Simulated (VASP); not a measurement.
# Al (P6_3/mmc) in VASP: further runs, part 2 of 2

VASP 6.6.1. Earlier steps stand in the parts before.

## Step 4: Single point, r2SCAN+D4

This run uses another cell than the first one, of 15.94 Å³/atom, 1.010 times its volume.

POSCAR

```
Al
1.0
    2.8257657275      0.0000000029      0.0000000000
   -1.4128828663      2.4471849037      0.0000000000
    0.0000000000      0.0000000000      4.6097871487
Al
2
Direct
    0.6666666667      0.3333333333      0.7500000000
    0.3333333333      0.6666666667      0.2500000000
```

INCAR.step1

```
ALGO     = Normal         # electronic algorithm
EDIFF    = 1E-4           # SCF threshold, eV
ENCUT    = 520            # plane-wave cutoff, eV
GGA      = PE             # functional
ISMEAR   = -1             # smearing method
LASPH    = True           # aspherical terms in the spheres
LCHARG   = False          # write CHGCAR
LREAL    = False          # projectors in reciprocal space
LWAVE    = True           # write WAVECAR
NBANDS   = 10             # bands
NELM     = 60             # most SCF steps
PREC     = Accurate       # precision mode
SIGMA    = 0.3            # smearing width, eV
```

INCAR.step2

```
ALGO     = Normal         # electronic algorithm
EDIFF    = 1E-6           # SCF threshold, eV
ENCUT    = 520            # plane-wave cutoff, eV
ISIF     = 2              # what is computed and relaxed
ISMEAR   = -1             # smearing method
ISTART   = 1            
IVDW     = 13             # dispersion correction
LASPH    = True           # aspherical terms in the spheres
LCHARG   = False          # write CHGCAR
LMIXTAU  = True         
LREAL    = False          # projectors in reciprocal space
LWAVE    = False          # write WAVECAR
METAGGA  = R2SCAN         # meta-GGA
NBANDS   = 10             # bands
NELM     = 60             # most SCF steps
PREC     = Accurate       # precision mode
SIGMA    = 0.3            # smearing width, eV
VDW_A1   = 0.51559235   
VDW_A2   = 5.77342911   
VDW_S6   = 1.0          
VDW_S8   = 0.6018749
```

KPOINTS

```
k-points
0
Gamma
  7 7 4
```

Potentials or basis: VASP PAW PBE potentials, release 64 (Al).

Run with:

```bash
$ cat potpaw_PBE.64/Al/POTCAR > POTCAR
$ cp INCAR.step1 INCAR
$ mpirun -np 1 vasp_std > vasp.out
$ cp INCAR.step2 INCAR
$ mpirun -np 1 vasp_std > vasp.out
```

OUTCAR:

```text
EDIFF = 1E-6
   ENCUT = 520
   ISIF = 2
   ISMEAR = -1
   ISTART = 1
   IVDW = 13
   LASPH = True
   LREAL = False
   METAGGA = R2SCAN
   NELM = 60
   PREC = Accurate

 ion  position               nearest neighbor table
   1  0.667  0.333  0.750-   2 2.82   2 2.82   2 2.82   2 2.82   2 2.82   2 2.82
   2  0.333  0.667  0.250-   1 2.82   1 2.82   1 2.82   1 2.82   1 2.82   1 2.82

  LATTYP: Found a hexagonal cell.
 ALAT       =     2.8257657275
 C/A-ratio  =     1.6313408800

  Lattice vectors:

 A1 = (   2.8257657275,   0.0000000029,   0.0000000000)
 A2 = (  -1.4128828663,   2.4471849037,   0.0000000000)
 A3 = (   0.0000000000,   0.0000000000,   4.6097871487)

Analysis of symmetry for initial positions (statically):
=====================================================================
 Subroutine PRICEL returns:
 Original cell was already a primitive cell.

 Routine SETGRP: Setting up the symmetry group for a
 hexagonal supercell.

 Subroutine GETGRP returns: Found 24 space group operations
 (whereof 12 operations were pure point group operations)
 out of a pool of 24 trial point group operations.

The static configuration has the point symmetry D_3d.
 The point group associated with its full space group is D_6h.

Analysis of symmetry for dynamics (positions and initial velocities):
=====================================================================
 Subroutine PRICEL returns:
 Original cell was already a primitive cell.

 Routine SETGRP: Setting up the symmetry group for a
 hexagonal supercell.

 Subroutine GETGRP returns: Found 24 space group operations
 (whereof 12 operations were pure point group operations)
 out of a pool of 24 trial point group operations.

The dynamic configuration has the point symmetry D_3d.
 The point group associated with its full space group is D_6h.

 Subroutine INISYM returns: Found 24 space group operations
 (whereof 12 operations are pure point group operations),
 and found     1 'primitive' translations

----------------------------------------------------------------------------------------

                                     Primitive cell

  volume of cell :      31.8775

  direct lattice vectors                    reciprocal lattice vectors
     2.825765727  0.000000003  0.000000000     0.353886378  0.204316396  0.000000000
    -1.412882866  2.447184904  0.000000000    -0.000000000  0.408632792  0.000000000
     0.000000000  0.000000000  4.609787149     0.000000000  0.000000000  0.216929756

  length of vectors
     2.825765727  2.825765728  4.609787149     0.408632792  0.408632792  0.216929756

  position of ions in fractional coordinates (direct lattice)
     0.666666667  0.333333333  0.750000000
     0.333333333  0.666666667  0.250000000

  ion indices of the primitive-cell ions
   primitive index   ion index
                 1           1
                 2           2

----------------------------------------------------------------------------------------

 KPOINTS: k-points

Automatic generation of k-mesh.
 Grid dimensions read from file:
 generate k-points for:    7    7    4
[... 22 lines left out ...]
  0.142857  0.000000  0.000000      6.000000
  0.285714 -0.000000  0.000000      6.000000
  0.428571  0.000000  0.000000      6.000000
  0.142857  0.142857  0.000000      6.000000
  0.285714  0.142857  0.000000     12.000000
[... 16 lines left out ...]
  0.428571  0.142857  0.500000      6.000000
  0.285714  0.285714  0.500000      6.000000
   k-points           NKPTS =     24   k-points in BZ     NKDIM =     24   number of bands    NBANDS=     10
   number of dos      NEDOS =    301   number of ions     NIONS =      2
   total plane-waves  NPLWV =  20736
   dimension x,y,z NGX =    24 NGY =   24 NGZ =   36
   dimension x,y,z NGXF=    48 NGYF=   48 NGZF=   72
   ions per type =               2
   NGX,Y,Z   is equivalent  to a cutoff of  14.12, 14.12, 12.98 a.u.
   NGXF,Y,Z  is equivalent  to a cutoff of  28.24, 28.24, 25.97 a.u.
 SYSTEM =  unknown system
   PREC   = accura    normal or accurate (medium, high low for compatibility)
   ISTART =      1    job   : 0-new  1-cont  2-samecut
   ICHARG =      0    charge: 1-file 2-atom 10-const
   ISPIN  =      1    spin polarized calculation?
   LNONCOLLINEAR =      F non collinear calculations
   LSORBIT =      F    spin-orbit coupling
   LASPH  =      T    aspherical Exc in radial PAW
   ENCUT  =  520.0 eV  38.22 Ry    6.18 a.u.   5.25  5.25  8.57*2*pi/ulx,y,z
   NELM   =     60;   NELMIN=  2; NELMDL=  0     # of ELM steps
   EDIFF  = 0.1E-05   stopping-criterion for ELM
   LREAL  =      F    real-space projection
   EDIFFG = 0.1E-04   stopping-criterion for IOM
   NSW    =      0    number of steps for IOM
   IBRION =     -1    ionic relax: 0-MD 1-quasi-New 2-CG
   NFREE  =      0    steps in history (QN), initial steepest desc. (CG)
   ISIF   =      2    stress and relaxation
   ISYM   =      2    0-nonsym 1-usesym 2-fastsym
   POTIM  = 0.5000    time-step for ionic-motion
   TEBEG  =    0.0;   TEEND  =   0.0 temperature during run
   PSTRESS=    0.0 pullay stress
   NELECT =       6.0000    total number of electrons
   NUPDOWN=      -1.0000    fix difference up-down
   EMIN   =  10.00;   EMAX   =-10.00  energy-range for DOS
   EFERMI =   0.00;   METHOD = LEGACY
   ISMEAR =    -1;   SIGMA  =   0.30  broadening in eV -4-tet -1-fermi 0-gaus
   EFERMI_NEDOS =   21; number of points for ismear=-14 and -15
   IALGO  =     38    algorithm
   IMIX   =      4    mixing-type and parameters
     AMIX     =   0.40;   BMIX     =  1.00
     AMIX_MAG =   1.60;   BMIX_MAG =  1.00
  volume/ion in A,a.u.               =      15.94       107.56
  Fermi-wavevector in a.u.,A,eV,Ry     =   0.938204  1.772949 11.976214  0.880227
  Thomas-Fermi vector in A             =   2.065392
   LORBIT       =      0    0 simple, 1 ext, 2 COOP (PROOUT), +10 PAW based schemes
   METAGGA = R2SCAN    functional components
   LHFCALC =     F    Hartree Fock is set to
   AEXX    =    0.0000 exact exchange contribution
   IVDW    =    13    specifies the selected vdW correction
   LEPSILON=     F    determine dielectric tensor
   LRPA    =     F    only Hartree local field effects (RPA)
 non-spin polarized calculation
  energy-cutoff  :      520.00
  volume of cell :       31.88
 maximum number of plane-waves:       870
 NGX is ok and might be reduce to    24
   NGX = 11   NGY = 11   NGZ = 17

 number of electron       6.0000000 magnetization

 Free energy of the ion-electron system (eV)
  ---------------------------------------------------
  ext. energy  EPLUGINS =         0.00000000
  ---------------------------------------------------
  free energy    TOTEN  =       -13.51130286 eV

  energy without entropy =      -13.29097413  energy(sigma->0) =      -13.40113849

 E-fermi :   8.3444     XC(G=0): -11.0444

 val. band max:        8.0461753127   @ k =   0.2857   0.1429   0.0000
 cond. band min:       8.5647360312   @ k =   0.4286   0.0000   0.2500
 fundamental gap:      0.5185607185
 Fermi energy:         8.3444486302

 k-point     1 :       0.0000    0.0000    0.0000
  band No.  band energies     occupation
      1      -3.7139      2.00000
      2       3.2421      2.00000
      3       3.8101      2.00000
      4      19.9961      0.00000
      5      19.9961      0.00000
      6      20.2154      0.00000
      7      20.2154      0.00000
      8      21.3614      0.00000
      9      23.7159      0.00000
     10      24.3314      0.00000
[... 287 lines left out ...]
 k-point    24 :       0.2857    0.2857    0.5000
  band No.  band energies     occupation
      1       4.2672      2.00000
      2       4.2672      2.00000
      3       7.4787      1.89427
      4       7.4787      1.89427
      5       8.5781      0.62919
      6       8.5781      0.62919
      7      18.3058      0.00000
      8      18.3058      0.00000
      9      21.2564      0.00000
     10      21.2564      0.00000

------------------------ aborting loop because EDIFF is reached ----------------------------------------

  DFT-D4 for vdW energy calculation

  Edisp (eV):   -0.24412

  FORCE on cell =-STRESS in cart. coord.  units (eV):
  Direction    XX          YY          ZZ          XY          YZ          ZX
  --------------------------------------------------------------------------------------
  -------------------------------------------------------------------------------------
  Total      -0.06284    -0.06284    -0.06501     0.00000    -0.00000     0.00000
  in kB      -3.15849    -3.15849    -3.26733     0.00000    -0.00000     0.00000
  external pressure =       -3.19 kB  Pullay stress =        0.00 kB

 VOLUME and BASIS-vectors are now :
 -----------------------------------------------------------------------------
  energy-cutoff  :      520.00
  volume of cell :       31.88
      direct lattice vectors                 reciprocal lattice vectors
     2.825765727  0.000000003  0.000000000     0.353886378  0.204316396  0.000000000
    -1.412882866  2.447184904  0.000000000    -0.000000000  0.408632792  0.000000000
     0.000000000  0.000000000  4.609787149     0.000000000  0.000000000  0.216929756

 POSITION                                       TOTAL-FORCE (eV/Angst)
 -----------------------------------------------------------------------------------
      1.41288      0.81573      3.45734        -0.000000      0.000000      0.000000
     -0.00000      1.63146      1.15245         0.000000      0.000000      0.000000
 -----------------------------------------------------------------------------------
    total drift:                                0.000000     -0.000000     -0.000000

  FREE ENERGIE OF THE ION-ELECTRON SYSTEM (eV)
  ---------------------------------------------------
  free  energy   TOTEN  =       -13.7554186405 eV

  energy  without entropy=      -13.5350899149  energy(sigma->0) =      -13.64525428
```

Wall time 31 s (1 thread of AMD EPYC 9R45 (Zen 5), shared host); peak memory 0.12 GiB.

What came out:

```yaml
Free_energy: -13.7554 eV
Pressure: -0.3 GPa
Band_gap_on_the_k_mesh: zero (band 3 reaches 12.98 eV, above the bottom of band 4 at 5.37 eV)
Dispersion_energy_per_atom: -0.122 eV
```

Levels at points of the mesh, in eV from the Fermi level:
| k point | band 1 | band 2 | band 3 | band 4 | band 5 | band 6 | band 7 | band 8 |
| --- | --- | --- | --- | --- | --- | --- | --- | --- |
| (0.00, 0.00, 0.00) | -12.06 | -5.10 | -4.53 | 11.65 | 11.65 | 11.87 | 11.87 | 13.02 |
| (0.00, 0.00, 0.50) | -10.22 | -10.22 | 3.80 | 3.80 | 12.78 | 12.78 | 12.78 | 12.78 |

Caveat: the k points lie up to 0.37 Å⁻¹ apart; the PAW data sets were made with another functional, which shifts forces and pressure a little; pairwise dispersion overbinds metals, which lowers pressure and volume.

## Step 5: Overview

```tsv
level	cell	gap on the mesh (eV)	pressure (GPa)
BLYP+D3(BJ)	a = 2.823, b = 2.823, c = 4.574 Å, angles 90.0, 90.0, 120.0°, 2 atoms	none	0.2
PBEsol+D3(BJ)	a = 2.822, b = 2.822, c = 4.583 Å, angles 90.0, 90.0, 120.0°, 2 atoms	none	0.1
r2SCAN+D4	a = 2.826, b = 2.826, c = 4.610 Å, angles 90.0, 90.0, 120.0°, 2 atoms	none	-0.3
```

Alike in all rows: task single point; potentials or basis VASP PAW PBE potentials, release 64 (Al); no spin polarisation; k mesh 7 × 7 × 4; cutoff (eV) 520; smearing fermi-dirac 0.3 eV.

Caveats: all runs use coarse meshes; the PAW data sets were made with another functional, which shifts forces and pressure a little; pairwise dispersion overbinds metals, which lowers pressure and volume.

Absolute energies hang on the potentials; compare differences alone.
